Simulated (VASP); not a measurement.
# As (Pm-3m) in VASP: further runs

The runs below take As through single point, with HSE06.

Program: VASP 6.6.1. These are calculated values, not measurements. Logs are shortened: lines on timing, memory, paths and dates and some standing lists are left out, and cuts for length are marked.

## Step 1: The cell of the first run

The structure is cubic, space group Pm-3m (No. 221). Conventional cell: a = 2.667 Å, b = 2.667 Å, c = 2.667 Å, α = 90.00°, β = 90.00°, γ = 90.00°. As (site symmetry m-3m) has 6 As at 2.67 Å within 3.5 Å.

This isn't the form of As at room conditions, which is rhombohedral.

## Step 2: Single point, HSE06

The input, POSCAR:

```
As
1.0
    2.6671410253      0.0000000000      0.0000000000
    0.0000000000      2.6671410253      0.0000000000
    0.0000000000      0.0000000000      2.6671410253
As
1
Direct
    0.5000000000      0.5000000000      0.5000000000
```

The input, INCAR.step1:

```
  PREC = Accurate
  ENCUT = 520
  EDIFF = 1E-5
  ISMEAR = -1
  SIGMA = 0.05
  LREAL = F
  LASPH = T
  NELM = 80
  ALGO = Normal
  ISIF = 2
  LWAVE = T
  GGA = PE
  NBANDS = 8
```

The input, INCAR.step2:

```
  PREC = Accurate
  ENCUT = 520
  EDIFF = 1E-6
  ISMEAR = -1
  SIGMA = 0.05
  LREAL = F
  LASPH = T
  NELM = 80
  ALGO = Normal
  ISIF = 2
  LWAVE = F
  LCHARG = T
  GGA = PE
  LHFCALC = T
  HFSCREEN = 0.2079
  PRECFOCK = Normal
  LELF = T
  LVHAR = T
  ISTART = 1
  NBANDS = 8
```

The input, KPOINTS:

```
Automatic mesh
0
Gamma
  6 6 6
```

Potentials or basis: VASP PAW PBE potentials, release 64 (As).

Started as:

```bash
cat potpaw_PBE.64/As/POTCAR > POTCAR
cp INCAR.step1 INCAR
mpirun -np 1 vasp_std > vasp.out
cp INCAR.step2 INCAR
mpirun -np 1 vasp_std > vasp.out
```

OUTCAR:

```text
PREC = Accurate
   ENCUT = 520
   EDIFF = 1E-6
   ISMEAR = -1
   LREAL = F
   LASPH = T
   NELM = 80
   ISIF = 2
   GGA = PE
   LHFCALC = T
   HFSCREEN = 0.2079
   PRECFOCK = Normal
   ISTART = 1

 ion  position               nearest neighbor table
   1  0.500  0.500  0.500-

  LATTYP: Found a simple cubic cell.
 ALAT       =     2.6671410253

  Lattice vectors:

 A1 = (   2.6671410253,   0.0000000000,   0.0000000000)
 A2 = (   0.0000000000,   2.6671410253,   0.0000000000)
 A3 = (   0.0000000000,   0.0000000000,   2.6671410253)

Analysis of symmetry for initial positions (statically):
=====================================================================
 Subroutine PRICEL returns:
 Original cell was already a primitive cell.

 Routine SETGRP: Setting up the symmetry group for a
 simple cubic supercell.

 Subroutine GETGRP returns: Found 48 space group operations
 (whereof 48 operations were pure point group operations)
 out of a pool of 48 trial point group operations.

The static configuration has the point symmetry O_h .

Analysis of symmetry for dynamics (positions and initial velocities):
=====================================================================
 Subroutine PRICEL returns:
 Original cell was already a primitive cell.

 Routine SETGRP: Setting up the symmetry group for a
 simple cubic supercell.

 Subroutine GETGRP returns: Found 48 space group operations
 (whereof 48 operations were pure point group operations)
 out of a pool of 48 trial point group operations.

The dynamic configuration has the point symmetry O_h .

 Subroutine INISYM returns: Found 48 space group operations
 (whereof 48 operations are pure point group operations),
 and found     1 'primitive' translations

----------------------------------------------------------------------------------------

                                     Primitive cell

  volume of cell :      18.9731

  direct lattice vectors                    reciprocal lattice vectors
     2.667141025  0.000000000  0.000000000     0.374933305  0.000000000  0.000000000
     0.000000000  2.667141025  0.000000000     0.000000000  0.374933305  0.000000000
     0.000000000  0.000000000  2.667141025     0.000000000  0.000000000  0.374933305

  length of vectors
     2.667141025  2.667141025  2.667141025     0.374933305  0.374933305  0.374933305

  position of ions in fractional coordinates (direct lattice)
     0.500000000  0.500000000  0.500000000

  ion indices of the primitive-cell ions
   primitive index   ion index
                 1           1

----------------------------------------------------------------------------------------

 KPOINTS: Automatic mesh

Automatic generation of k-mesh.
 Grid dimensions read from file:
 generate k-points for:    6    6    6

 Generating k-lattice:

  Cartesian coordinates                     Fractional coordinates (reciprocal lattice)
     0.062488884  0.000000000  0.000000000     0.166666667  0.000000000  0.000000000
     0.000000000  0.062488884  0.000000000     0.000000000  0.166666667  0.000000000
     0.000000000  0.000000000  0.062488884     0.000000000  0.000000000  0.166666667

  Length of vectors
     0.062488884  0.062488884  0.062488884

  Shift w.r.t. Gamma in fractional coordinates (k-lattice)
     0.000000000  0.000000000  0.000000000

 Subroutine IBZKPT returns following result:
 ===========================================

 Found     20 irreducible k-points:

 Following reciprocal coordinates:
            Coordinates               Weight
  0.000000  0.000000  0.000000      1.000000
  0.166667  0.000000  0.000000      6.000000
  0.333333  0.000000  0.000000      6.000000
  0.500000  0.000000  0.000000      3.000000
  0.166667  0.166667  0.000000     12.000000
  0.333333  0.166667  0.000000     24.000000
[... 12 lines left out ...]
  0.500000  0.500000  0.333333      6.000000
  0.500000  0.500000  0.500000      1.000000
   k-points           NKPTS =     20   k-points in BZ     NKDIM =    216   number of bands    NBANDS=      8
   number of dos      NEDOS =    301   number of ions     NIONS =      1
   total plane-waves  NPLWV =   8000
   dimension x,y,z NGX =    20 NGY =   20 NGZ =   20
   dimension x,y,z NGXF=    40 NGYF=   40 NGZF=   40
   ions per type =               1
   NGX,Y,Z   is equivalent  to a cutoff of  12.47, 12.47, 12.47 a.u.
   NGXF,Y,Z  is equivalent  to a cutoff of  24.93, 24.93, 24.93 a.u.
 SYSTEM =  unknown system
   PREC   = accura    normal or accurate (medium, high low for compatibility)
   ISTART =      1    job   : 0-new  1-cont  2-samecut
   ICHARG =      0    charge: 1-file 2-atom 10-const
   ISPIN  =      1    spin polarized calculation?
   LNONCOLLINEAR =      F non collinear calculations
   LSORBIT =      F    spin-orbit coupling
   LASPH  =      T    aspherical Exc in radial PAW
   ENCUT  =  520.0 eV  38.22 Ry    6.18 a.u.   4.96  4.96  4.96*2*pi/ulx,y,z
   NELM   =     80;   NELMIN=  2; NELMDL=  0     # of ELM steps
   EDIFF  = 0.1E-05   stopping-criterion for ELM
   LREAL  =      F    real-space projection
   EDIFFG = 0.1E-04   stopping-criterion for IOM
   NSW    =      0    number of steps for IOM
   IBRION =     -1    ionic relax: 0-MD 1-quasi-New 2-CG
   NFREE  =      0    steps in history (QN), initial steepest desc. (CG)
   ISIF   =      2    stress and relaxation
   ISYM   =      3    0-nonsym 1-usesym 2-fastsym
   POTIM  = 0.5000    time-step for ionic-motion
   TEBEG  =    0.0;   TEEND  =   0.0 temperature during run
   PSTRESS=    0.0 pullay stress
   NELECT =       5.0000    total number of electrons
   NUPDOWN=      -1.0000    fix difference up-down
   EMIN   =  10.00;   EMAX   =-10.00  energy-range for DOS
   EFERMI =   0.00;   METHOD = LEGACY
   ISMEAR =    -1;   SIGMA  =   0.05  broadening in eV -4-tet -1-fermi 0-gaus
   EFERMI_NEDOS =   21; number of points for ismear=-14 and -15
   IALGO  =     38    algorithm
   IMIX   =      1    mixing-type and parameters
     AMIX     =   0.40;   BMIX     =  1.00
     AMIX_MAG =   1.60;   BMIX_MAG =  1.00
  volume/ion in A,a.u.               =      18.97       128.04
  Fermi-wavevector in a.u.,A,eV,Ry     =   1.049588  1.983434 14.988653  1.101635
  Thomas-Fermi vector in A             =   2.184557
   LORBIT       =      0    0 simple, 1 ext, 2 COOP (PROOUT), +10 PAW based schemes
   GGA     = PE    functional components
   LHFCALC =     T    Hartree Fock is set to
   PRECFOCK=normal    Normal, Fast or Accurate (Low or Medium for compatibility)
   ENCUT4O =  -1.0   cutoff for four orbital integrals eV
   NKREDX  =     1    reduce k-point grid by
   NKREDY  =     1    reduce k-point grid by
   NKREDZ  =     1    reduce k-point grid by
   AEXX    =    0.2500 exact exchange contribution
   HFSCREEN=    0.2079 screening length (either q_TF or 0.3 A-1)
   HFSCREENC=   0.2079 screening length for correlation (either q_TF or 0.3 A-1)
   ENCUTFOCK=  -1.0 apply spherical cutoff to Coloumb kernel
   IVDW    =     0    specifies the selected vdW correction
   LEPSILON=     F    determine dielectric tensor
   LRPA    =     F    only Hartree local field effects (RPA)
 non-spin polarized calculation
  energy-cutoff  :      520.00
  volume of cell :       18.97
 maximum number of plane-waves:       536
 NGX is ok and might be reduce to    20
  NGX = 16; NGY = 16; NGZ = 16

 number of electron       5.0000001 magnetization

 Free energy of the ion-electron system (eV)
  ---------------------------------------------------
  ext. energy  EPLUGINS =         0.00000000
  ---------------------------------------------------
  free energy    TOTEN  =        -5.46096058 eV

  energy without entropy =       -5.46038413  energy(sigma->0) =       -5.46067236

 E-fermi :   6.7768     XC(G=0):  -8.7978

 val. band max:        6.5375468646   @ k =   0.1667   0.1667   0.0000
 cond. band min:       7.0385565059   @ k =   0.5000   0.3333   0.3333
 fundamental gap:      0.5010096413
 Fermi energy:         6.7767608223

 k-point     1 :       0.0000    0.0000    0.0000
  band No.  band energies     occupation
      1     -10.8780      2.00000
      2      11.1924      0.00000
      3      11.1924      0.00000
      4      11.1924      0.00000
      5      15.3538      0.00000
      6      15.3538      0.00000
      7      18.0103      0.00000
      8      32.9050      0.00000

 k-point     2 :       0.1667    0.0000    0.0000
  band No.  band energies     occupation
      1     -10.2950      2.00000
      2       6.3352      1.99971
      3      11.7113      0.00000
      4      11.7113      0.00000
      5      15.8610      0.00000
      6      17.5517      0.00000
      7      21.8203      0.00000
      8      28.4220      0.00000

 k-point     3 :       0.3333    0.0000    0.0000
  band No.  band energies     occupation
      1      -8.6574      2.00000
      2       0.8730      2.00000
      3      13.0021      0.00000
      4      13.0021      0.00000
      5      17.2107      0.00000
      6      19.3110      0.00000
      7      24.0587      0.00000
      8      24.0587      0.00000

 k-point     4 :       0.5000    0.0000    0.0000
  band No.  band energies     occupation
      1      -7.1678      2.00000
      2      -1.9572      2.00000
      3      13.8979      0.00000
      4      13.8979      0.00000
      5      18.3022      0.00000
      6      21.5500      0.00000
      7      22.1270      0.00000
      8      22.1270      0.00000

 k-point     5 :       0.1667    0.1667    0.0000
  band No.  band energies     occupation
      1      -9.7114      2.00000
      2       6.5375      1.98342
      3       7.2974      0.00006
      4      12.2219      0.00000
      5      17.1936      0.00000
      6      21.6758      0.00000
      7      21.8173      0.00000
      8      24.7010      0.00000
[... 133 lines left out ...]
 k-point    18 :       0.5000    0.3333    0.3333
  band No.  band energies     occupation
      1      -2.5471      2.00000
      2       1.9933      2.00000
      3       5.3907      2.00000
      4       7.0386      0.01059
      5      12.7589      0.00000
      6      13.8076      0.00000
      7      16.8901      0.00000
      8      21.7004      0.00000

 k-point    19 :       0.5000    0.5000    0.3333
  band No.  band energies     occupation
      1      -0.7758      2.00000
      2       3.0269      2.00000
      3       3.0269      2.00000
      4       7.4192      0.00001
      5      11.0625      0.00000
      6      14.7319      0.00000
      7      14.7319      0.00000
      8      19.1625      0.00000

 k-point    20 :       0.5000    0.5000    0.5000
  band No.  band energies     occupation
      1       1.3883      2.00000
      2       3.9963      2.00000
      3       3.9963      2.00000
      4       3.9963      2.00000
      5      12.6407      0.00000
      6      12.6408      0.00000
      7      12.6408      0.00000
      8      16.4333      0.00000

------------------------ aborting loop because EDIFF is reached ----------------------------------------

  FORCE on cell =-STRESS in cart. coord.  units (eV):
  Direction    XX          YY          ZZ          XY          YZ          ZX
  --------------------------------------------------------------------------------------
  -------------------------------------------------------------------------------------
  Total        0.2479062      0.2479062      0.2479062     -0.0000000     -0.0000000     -0.0000000
  in kB       20.9343735     20.9343735     20.9343735     -0.0000000     -0.0000000     -0.0000000
  external PRESSURE =      20.9343735 kB  Pullay stress =       0.0000000 kB

 VOLUME and BASIS-vectors are now :
 -----------------------------------------------------------------------------
  energy-cutoff  :      520.00
  volume of cell :       18.97
      direct lattice vectors                 reciprocal lattice vectors
     2.667141025  0.000000000  0.000000000     0.374933305  0.000000000  0.000000000
     0.000000000  2.667141025  0.000000000     0.000000000  0.374933305  0.000000000
     0.000000000  0.000000000  2.667141025     0.000000000  0.000000000  0.374933305

 POSITION                                       TOTAL-FORCE (eV/Angst)
 -----------------------------------------------------------------------------------
      1.33357      1.33357      1.33357         0.000000      0.000000      0.000000
 -----------------------------------------------------------------------------------
    total drift:                                0.000008      0.000008      0.000008

  FREE ENERGIE OF THE ION-ELECTRON SYSTEM (eV)
  ---------------------------------------------------
  free  energy   TOTEN  =        -5.4609605844 eV

  energy  without entropy=       -5.4603841325  energy(sigma->0) =       -5.46067236
```

It took 64 s on 1 thread of Intel Xeon 6975P-C (Granite Rapids), shared host; peak memory 0.23 GiB.

Results:

```
Free energy            : -5.4610 eV
Pressure               : 2.1 GPa
Band gap on the k mesh : zero (an odd number of electrons rules out a gap without spin polarisation)
```

Caveat: the k points lie up to 0.39 Å⁻¹ apart, too coarse for converged energies and pressures of a metal; the PAW data sets were made with another functional, which shifts forces and pressure a little.

## Step 3: Single point, HSE06

This run uses another cell than the first one, of 19.37 Å³/atom.

The input, POSCAR:

```
As
1.0
    2.6855356826      0.0000000000      0.0000000000
    0.0000000000      2.6855356826      0.0000000000
    0.0000000000      0.0000000000      2.6855356826
As
1
Direct
    0.5000000000      0.5000000000      0.5000000000
```

The input, INCAR.step1:

```
SYSTEM = As
PREC = Accurate
ENCUT = 520
EDIFF = 1E-5
ISMEAR = -1
SIGMA = 0.05
LREAL = .False.
LASPH = .True.
NELM = 100
ALGO = Normal
ISIF = 2
LWAVE = .True.
LCHARG = .False.
GGA = PE
NBANDS = 8
```

The input, INCAR.step2:

```
SYSTEM = As
PREC = Accurate
ENCUT = 520
EDIFF = 1E-6
ISMEAR = -1
SIGMA = 0.05
LREAL = .False.
LASPH = .True.
NELM = 100
ALGO = Normal
ISIF = 2
LWAVE = .False.
LCHARG = .False.
GGA = PE
LHFCALC = .True.
HFSCREEN = 0.2079
PRECFOCK = Normal
ISTART = 1
NBANDS = 8
```

The input, KPOINTS:

```
Automatic mesh
0
Gamma
  6 6 6
  0 0 0
```

Potentials or basis: VASP PAW PBE potentials, release 64 (As).

Started as:

```bash
cat potpaw_PBE.64/As/POTCAR > POTCAR
cp INCAR.step1 INCAR
mpirun -np 1 vasp_std > vasp.out
cp INCAR.step2 INCAR
mpirun -np 1 vasp_std > vasp.out
```

Run time: 68 s. Hardware: 1 thread of Intel Xeon 6975P-C (Granite Rapids), shared host; peak memory 0.22 GiB.

It converged, with:

* Free energy: -5.4636 eV
* Pressure: 0.0 GPa
* Band gap on the k mesh: zero (an odd number of electrons rules out a gap without spin polarisation)

Levels at points of the mesh, in eV from the Fermi level:
```tsv
k point	band 1	band 2	band 3	band 4	band 5	band 6
(0.00, 0.00, 0.00)	-17.42	4.35	4.35	4.35	8.58	8.58
(0.50, 0.00, 0.00)	-13.81	-8.53	6.97	6.97	11.48	14.66
(0.50, 0.50, 0.00)	-9.98	-5.50	-5.50	2.25	9.41	17.27
(0.50, 0.50, 0.50)	-5.55	-2.71	-2.71	-2.71	5.92	5.92
```

Caveat: the k points lie up to 0.39 Å⁻¹ apart, too coarse for converged energies and pressures of a metal; the PAW data sets were made with another functional, which shifts forces and pressure a little.

## Step 4: Single point, HSE06

This run uses another cell than the first one, of 19.76 Å³/atom.

The input, POSCAR:

```
As
1.0
    2.7036817444      0.0000000000      0.0000000000
    0.0000000000      2.7036817444      0.0000000000
    0.0000000000      0.0000000000      2.7036817444
As
1
Direct
    0.5000000000      0.5000000000      0.5000000000
```

The input, INCAR.step1:

```
SYSTEM = As
ALGO = Normal
EDIFF = 1E-5
ENCUT = 520
GGA = PE
ISIF = 2
ISMEAR = -1
LASPH = .True.
LCHARG = .False.
LREAL = .False.
LWAVE = .True.
NBANDS = 8
NELM = 100
PREC = Accurate
SIGMA = 0.05
```

The input, INCAR.step2:

```
SYSTEM = As
ALGO = Normal
EDIFF = 1E-6
ENCUT = 520
GGA = PE
HFSCREEN = 0.2079
ISIF = 2
ISMEAR = -1
ISTART = 1
LASPH = .True.
LCHARG = .False.
LHFCALC = .True.
LREAL = .False.
LWAVE = .False.
NBANDS = 8
NELM = 100
PREC = Accurate
PRECFOCK = Normal
SIGMA = 0.05
```

The input, KPOINTS:

```
k-points
0
Gamma
  6 6 6
  0 0 0
```

Started as:

```bash
cat potpaw_PBE.64/As/POTCAR > POTCAR
cp INCAR.step1 INCAR
mpirun -np 1 vasp_std > vasp.out
cp INCAR.step2 INCAR
mpirun -np 1 vasp_std > vasp.out
```

Wall time 85 s (1 thread of Intel Xeon 6975P-C (Granite Rapids), shared host); peak memory 0.22 GiB.

It converged, with:

```
Free energy            : -5.4617 eV
Pressure               : -1.6 GPa
Band gap on the k mesh : zero (an odd number of electrons rules out a gap without spin polarisation)
```

Levels at points of the mesh, in eV from the Fermi level:
| k point | band 1 | band 2 | band 3 | band 4 | band 5 | band 6 | band 7 |
| --- | --- | --- | --- | --- | --- | --- | --- |
| (0.00, 0.00, 0.00) | -17.20 | 4.30 | 4.30 | 4.30 | 8.59 | 8.59 | 10.90 |
| (0.50, 0.00, 0.00) | -13.68 | -8.32 | 6.84 | 6.84 | 11.44 | 14.56 | 15.19 |
| (0.50, 0.50, 0.00) | -9.97 | -5.36 | -5.36 | 2.37 | 9.19 | 17.05 | 18.00 |
| (0.50, 0.50, 0.50) | -5.70 | -2.64 | -2.64 | -2.64 | 5.98 | 5.98 | 5.98 |

Caveat: the k points lie up to 0.39 Å⁻¹ apart, too coarse for converged energies and pressures of a metal; the PAW data sets were made with another functional, which shifts forces and pressure a little.

## Step 5: Overview

```tsv
cell	gap on the mesh (eV)	pressure (GPa)
a = 2.667 Å, 1 atom	none	2.1
a = 2.686 Å, 1 atom	none	0.0
a = 2.704 Å, 1 atom	none	-1.6
```

Alike in all rows: task single point; level HSE06; potentials or basis VASP PAW PBE potentials, release 64 (As); no spin polarisation; k mesh 6 × 6 × 6; cutoff (eV) 520; smearing fermi-dirac 0.05 eV.

Caveats: all runs use coarse meshes; the PAW data sets were made with another functional, which shifts forces and pressure a little.

Absolute energies hang on the potentials; compare differences alone.
